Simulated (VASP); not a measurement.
A run of VASP 6.6.1 is set up as follows.

File INCAR:

```
ALGO = Normal
EDIFF = 1E-6
ENCUT = 520
GGA = PE
ISIF = 2
ISMEAR = -1
LASPH = T
LCHARG = F
LREAL = F
LWAVE = F
NBANDS = 22
NELM = 100
PREC = Accurate
SIGMA = 0.08
```

File KPOINTS:

```
k-points
0
Gamma
  13 13 7
```

POSCAR

```
Bi
1.0
    3.4743500801      0.0000000000      0.0000000000
   -1.7371750401      3.0088754310      0.0000000000
    0.0000000000      0.0000000000      5.4999626564
Bi
2
Direct
    0.3333333333      0.6666666667      0.2500000000
    0.6666666667      0.3333333333      0.7500000000
```

Potentials or basis: VASP PAW PBE potentials, release 64 (Bi_d).

Run with:

```bash
$ cat potpaw_PBE.64/Bi_d/POTCAR > POTCAR
$ mpirun -np 1 vasp_std > vasp.out
```

Q: Predict the pressure.

A: 6.2 GPa.

Q: What does it give for the band gap on the k mesh?

A: Zero (band 15 reaches 13.05 eV, above the bottom of band 16 at 6.52 eV).

Caveat: spin-orbit coupling is left out, which moves the levels of the heavy elements.
